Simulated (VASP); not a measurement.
A run of VASP 6.6.1 is set up as follows.

The input INCAR:

```
SYSTEM = La2Zr2O
PREC = Accurate
ENCUT = 520
EDIFF = 1E-7
ISMEAR = 0
SIGMA = 0.1
LREAL = .False.
LASPH = .True.
NELM = 100
ALGO = Normal
ISIF = 2
LWAVE = .False.
LCHARG = .False.
GGA = PE
NBANDS = 34
```

The input KPOINTS:

```
Automatic mesh
0
Gamma
  6 6 4
  0 0 0
```

File POSCAR:

```
La2Zr2O
1.0
    4.3342543300      0.0000000000      0.0000000000
   -2.1671271700      3.7535743600      0.0000000000
    0.0000000000      0.0000000000      7.3193291500
La Zr O
2 2 1
Direct
    0.6666666700      0.3333333300      0.6328406300
    0.3333333300      0.6666666700      0.3671593700
    0.6666666700      0.3333333300      0.2653887900
    0.3333333300      0.6666666700      0.7346112100
    0.0000000000      0.0000000000      0.0000000000
```

Potentials or basis: VASP PAW PBE potentials, release 64 (La, Zr_sv, O).

Command:

```sh
$ cat potpaw_PBE.64/La/POTCAR potpaw_PBE.64/Zr_sv/POTCAR potpaw_PBE.64/O/POTCAR > POTCAR
$ mpirun -np 1 vasp_std > vasp.out
```

What does it give for the pressure?

6.4 GPa.

Predict the largest force.

6.322 eV/Å.

Estimate the band gap on the k mesh.

zero (band 26 reaches 8.11 eV, above the bottom of band 27 at 7.77 eV).

Forces on the atoms (eV/Å):
```
La   0.000  0.000 -0.355
La   0.000  0.000  0.355
Zr   0.000  0.000 -6.322
Zr   0.000  0.000  6.322
O    0.000  0.000  0.000
```

Caveat: spin-orbit coupling is left out, which moves the levels of the heavy elements; forces of over 1 eV/Å act on the atoms, so gaps and moduli don't describe the material at rest.
